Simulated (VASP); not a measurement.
BAs: single point with PBE

The system is BAs.

```
B As
1.0
     0.00000    2.40441    2.40441
     2.40441    0.00000    2.40441
     2.40441    2.40441    0.00000
B As
1 1
Direct
  0.00000 0.00000 0.00000
  0.25000 0.25000 0.25000
```

```yaml
Program: VASP 6.6.1
Task: single point
Functional: PBE
Potentials_or_basis: VASP PAW PBE potentials, release 64 (B, As)
Cutoff: 520 eV
k_mesh: 10 × 10 × 10
Occupations: gaussian, width 0.02 eV
Spin: no spin polarisation
```

| Property | Result |
| --- | --- |
| Pressure | 0.6 GPa |
| Band gap on the k mesh | 1.20 eV, indirect (least direct gap 3.25 eV) |

Levels at points of the mesh, in eV from the valence-band top:
```
           k point  band 1  band 2  band 3  band 4  band 5  band 6  band 7  band 8
(0.00, 0.00, 0.00)  -15.22    0.00    0.00    0.00    3.25    3.25    3.25    4.43
(0.50, 0.00, 0.00)  -12.42   -8.64   -1.79   -1.79    2.58    4.76    4.76    8.82
(0.50, 0.50, 0.00)  -11.14   -8.42   -4.00   -4.00    1.45    1.46   11.18   11.18
```

Run time: 7 s on 1 thread of Intel(R) Xeon(R) 6975P-C (Granite Rapids), with other jobs on the host, peak memory 0.16 GiB.

A k mesh can miss the band edges.
